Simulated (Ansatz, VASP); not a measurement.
**SiGe5 in VASP and in Ansatz**

```xyz
6
Lattice="4.1128 0.0000 0.0000 -2.0564 3.5618 0.0000 0.0000 0.0000 10.0751" Properties=species:S:1:pos:R:3 pbc="T T T"
Si    0.0000    0.0000    0.0014
Ge    2.0564    1.1873    6.7353
Ge    0.0000    2.3745    3.3387
Ge    2.0564    1.1873    9.2807
Ge    0.0000    2.3745    5.8755
Ge    0.0000    0.0000    2.4750
```

Alike in both runs: task single point; functional PBE; k mesh 6 × 6 × 2; no spin polarisation.

|  | VASP | Ansatz |
| --- | --- | --- |
| version | VASP 6.6.1 | Ansatz 0.2.0 |
| potentials or method | VASP PAW PBE potentials, release 64 (Si, Ge_d) | plane waves, PAW |
| plane-wave cutoff (eV) | 520 | 420 |
| occupations | gaussian, width 0.01 eV | fixed |
| valence electrons in the cell | 74 | 74 |

|  | VASP | Ansatz | Ansatz less VASP |
| --- | --- | --- | --- |
| gap on the k mesh at the Fermi level (eV) | none | none | - |
| pressure (GPa) | -3.2 | -3.1 | +0.02 |
| traceless stress, the component that is largest in VASP (GPa) | -0.22 | -0.22 | -0.002 |
| rms of the force components (eV/Å) | 0.014 | 0.013 | -0.0004 |

Atom by atom the forces differ by 0.001 eV/Å (rms over components). A gap of «none» marks a metal or a gap that the smearing closes. Ansatz's warnings: unresolved pair at count.
